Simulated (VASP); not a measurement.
Set up this calculation in VASP 6.6.1, as the native input.

- Task: single point
- Functional: PBE
- Potentials or basis: VASP PAW PBE potentials, release 64 (Li_sv, Br)
- Cutoff: 520 eV
- k mesh: 12 × 12 × 12
- Occupations: gaussian, width 0.1 eV
- Spin: no spin polarisation
- Dipole correction: no
- Further INCAR settings: ALGO = Normal; EDIFF = 1e-06; NBANDS = 16

The structure of Li3Br lies in POSCAR:

```
Li3Br
1.0
    3.0389091683      1.7545150264      3.0575540757
   -3.0389091683      1.7545150264      3.0575540757
    0.0000000000     -3.5090300528      3.0575540757
Li Br
3 1
Direct
    0.5000000000      0.2051797499      0.7948202501
    0.2051797499      0.7948202501      0.5000000000
    0.7948202501      0.5000000000      0.2051797499
    0.0000000000      0.0000000000      0.0000000000
```

The cell was built from a structure type or drawn by symmetry, and may not be a known phase.

These files were run (other wordings do the same):

INCAR

```
SYSTEM = Li3Br
PREC = Accurate
ENCUT = 520
EDIFF = 1E-6
ISMEAR = 0
SIGMA = 0.1
LREAL = .FALSE.
LASPH = .TRUE.
NELM = 100
ALGO = Normal
ISIF = 2
LWAVE = .FALSE.
LCHARG = .FALSE.
GGA = PE
NBANDS = 16
```

KPOINTS

```
regular mesh
0
G
  12 12 12
  0 0 0
```

Potentials or basis: VASP PAW PBE potentials, release 64 (Li_sv, Br).

Command:

```sh
$ cat potpaw_PBE.64/Li_sv/POTCAR potpaw_PBE.64/Br/POTCAR > POTCAR
$ mpirun -np 1 vasp_std > vasp.out
```

Results of the run:

```
Band gap on the k mesh : zero (bands 8 and 9 overlap by 0.13 eV)
```

Wall time 4.2 min on 1 thread of Intel(R) Xeon(R) Platinum 8375C CPU @ 2.90GHz (Ice Lake), with other jobs on the host, peak memory 0.38 GiB.
